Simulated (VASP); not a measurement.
A run of VASP 6.6.1:

INCAR

```
SYSTEM = TiO
ALGO     = Normal         ! electronic algorithm
EDIFF    = 1E-6           ! SCF threshold, eV
ENCUT    = 520            ! plane-wave cutoff, eV
GGA      = PS             ! functional
ISIF     = 2              ! what is computed and relaxed
ISMEAR   = 0              ! smearing method
LASPH    = .True.         ! aspherical terms in the spheres
LCHARG   = .False.        ! write CHGCAR
LREAL    = .False.        ! projectors in reciprocal space
LWAVE    = .False.        ! write WAVECAR
NBANDS   = 26             ! bands
NELM     = 100            ! most SCF steps
PREC     = Accurate       ! precision mode
SIGMA    = 0.1            ! smearing width, eV
```

Contents of KPOINTS:

```
k-points
0
Gamma
  30 30 12
  0 0 0
```

The input POSCAR:

```
TiO
1.0
    2.8516080131      0.0000000000      0.0000000000
   -1.4258040066      2.4695649810      0.0000000000
    0.0000000000      0.0000000000      5.5675030000
Ti O
2 2
Direct
    0.3333333333      0.6666666667      0.2500000000
    0.6666666667      0.3333333333      0.7500000000
    0.0000000000      0.0000000000      0.0000000000
    0.0000000000      0.0000000000      0.5000000000
```

Potentials or basis: VASP PAW PBE potentials, release 64 (Ti_sv, O).

Run with:

```sh
$ cat potpaw_PBE.64/Ti_sv/POTCAR potpaw_PBE.64/O/POTCAR > POTCAR
$ mpirun -np 1 vasp_std > vasp.out
```

Hardware: 1 thread of Intel Xeon 8259CL, with other jobs on the host.

**Question.** Estimate the wall time of this run.

**Answer.** Run time: 12 min on 1 thread of Intel Xeon 8259CL, on a shared host, peak memory 0.6 GiB. Counts: scf iterations 14, k points 637.
